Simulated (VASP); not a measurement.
Zn2CdSe3:

```
Zn Cd Se
1.0
     4.83518    0.00000    0.00000
    -2.41759    4.18739    0.00000
     0.00000    0.00000    8.10837
Zn Cd Se
2 1 3
Direct
  0.00000 0.00000 0.74806
  0.00000 0.00000 0.25194
  0.00000 0.00000 0.50000
  0.50000 0.00000 0.50000
  0.00000 0.50000 0.50000
  0.50000 0.50000 0.50000
```

The cell was built from a structure type or drawn by symmetry, and may not be a known phase.

| Property | Result |
| --- | --- |
| Program | VASP 6.6.1 |
| Task | relaxation of cell and atoms |
| Functional | PBE |
| Potentials or basis | VASP PAW PBE potentials, release 64 (Zn, Cd, Se) |
| Cutoff | 600 eV |
| k mesh | 3 × 3 × 2 |
| Occupations | gaussian, width 0.15 eV |
| Spin | no spin polarisation |

At the start: pressure 47.7 GPa; volume 27.36 Å³/atom.

Where does the relaxation end?

Over 31 steps the energy falls by 2234.6 meV/atom and the volume is 39.22 Å³/atom (+43.4 %); space group P6/mmm (No. 191, to 0.1 Å) before and after.

Step by step:
```csv
step,energy change (eV),largest force (eV/Å),pressure (GPa),volume (Å³)
1,0.0000,11.0755,47.68,164.17
2,-10.4492,0.1958,-2.64,443.29
3,-12.7678,0.1365,-0.01,282.93
4,-12.7674,0.1050,-0.24,286.03
5,-12.7859,0.1511,-0.34,284.84
6,-12.8291,0.3245,-0.62,281.07
7,-12.8438,0.8731,-0.94,272.68
8,-12.8503,0.6086,-0.85,276.30
9,-12.8602,0.6439,-0.82,274.87
10,-12.8900,0.7570,-0.74,270.58
11,-12.9474,1.0031,-0.51,262.02
12,-13.0321,1.5838,0.12,245.01
13,-12.5710,2.3407,3.67,211.40
14,-12.9795,1.8931,0.45,240.70
15,-12.9749,2.1515,0.84,234.04
16,-12.9894,2.1478,0.90,232.74
17,-13.0248,2.1056,1.12,228.85
18,-13.0345,1.8094,1.80,221.11
19,-13.0416,1.9606,1.53,223.82
20,-13.0806,1.8141,1.43,224.06
21,-13.1809,1.3905,1.18,224.78
22,-13.3125,0.6003,0.80,226.22
23,-13.3336,0.9367,0.55,229.06
24,-13.3616,0.2957,0.58,227.89
25,-13.3732,0.2202,0.49,228.83
26,-13.3962,0.0287,0.25,231.66
27,-13.4017,0.2242,-0.12,237.33
28,-13.4048,0.1579,-0.01,235.42
29,-13.4048,0.1453,0.01,235.10
30,-13.4061,0.1050,0.02,235.18
31,-13.4074,0.0154,0.03,235.34
```

Final structure:
```cif
data_structure
_symmetry_space_group_name_H-M 'P 1'
_symmetry_Int_Tables_number 1
_cell_length_a 5.9251
_cell_length_b 5.9251
_cell_length_c 7.7404
_cell_angle_alpha 90.000
_cell_angle_beta 90.000
_cell_angle_gamma 120.000
_cell_volume 235.34
loop_
_atom_site_label
_atom_site_type_symbol
_atom_site_fract_x
_atom_site_fract_y
_atom_site_fract_z
_atom_site_occupancy
Zn1 Zn 0.00000 0.00000 0.83838 1
Zn2 Zn 0.00000 0.00000 0.16162 1
Cd1 Cd 0.00000 0.00000 0.50000 1
Se1 Se 0.50000 0.00000 0.50000 1
Se2 Se 0.00000 0.50000 0.50000 1
Se3 Se 0.50000 0.50000 0.50000 1
```

Caveat: the k points lie up to 0.41 Å⁻¹ apart in the final cell, too coarse for converged energies and pressures of a metal; the volume moved by over 15 % at a fixed basis, so the end points are rough.
